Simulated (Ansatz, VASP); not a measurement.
BP in VASP and in Ansatz

Contents of INCAR:

```
ALGO = Normal
EDIFF = 1E-6
ENCUT = 500
GGA = PE
GGA_COMPAT = False
ISIF = 2
ISMEAR = -1
LASPH = True
LCHARG = True
LELF = True
LREAL = False
LVHAR = True
LWAVE = False
NBANDS = 16
NELM = 120
PREC = Accurate
SIGMA = 0.02
```

The input KPOINTS:

```
k-points
0
Gamma
  5 5 5
```

File POSCAR:

```
BP
1.0
    3.0799086887      0.0000000000      0.0000000000
   -1.5399543444      2.6672791658      0.0000000000
    0.0000000000      0.0000000000      5.0145727567
B P
2 2
Direct
    0.0000000000      0.0000000000      0.0000000000
    0.0000000000      0.0000000000      0.5000000000
    0.3333333333      0.6666666667      0.2500000000
    0.6666666667      0.3333333333      0.7500000000
```

Input for Ansatz:

```yaml
crystal:
  lattice:
    - [3.0799086887, 0.0, 0.0]
    - [-1.5399543444, 2.6672791658, 0.0]
    - [0.0, 0.0, 5.0145727567]
  atoms:
    - { symbol: B, position: [0.0, 0.0, 0.0] }
    - { symbol: B, position: [0.0, 0.0, 0.5] }
    - { symbol: P, position: [0.3333333333, 0.6666666667, 0.25] }
    - { symbol: P, position: [0.6666666667, 0.3333333333, 0.75] }
kpoints:
  mp_grid: { grid: [5, 5, 5] }
hamiltonian:
  xc: pbe
scf:
  occupations: { method: fermi_dirac, width: 0.02 }
  n_extra_bands: 5
output:
  forces: true
  stress: true
  eigenvalues: true
```

Alike in both runs: task single point; functional PBE; k mesh 5 × 5 × 5; occupations fermi-dirac, width 0.02 eV; no spin polarisation.

|  | VASP | Ansatz |
| --- | --- | --- |
| version | VASP 6.6.1 | Ansatz 0.2.0 |
| potentials or method | VASP PAW PBE potentials, release 64 (B, P) | plane waves |
| plane-wave cutoff (eV) | 500 | 420 |
| valence electrons in the cell | 16 | 16 |

VASP gave:

| Quantity | Value |
| --- | --- |
| pressure (GPa) | 1.7 |
| traceless stress, the component that is largest in VASP (GPa) | 6.77 |

What did Ansatz give for the same quantities?

Pressure (GPa): 1.9; traceless stress, the component that is largest in VASP (GPa): 6.78.

The functional is the same, so the differences come from potentials, cutoffs and numerics.

The k mesh is coarse, so the values compare programs but aren't converged.
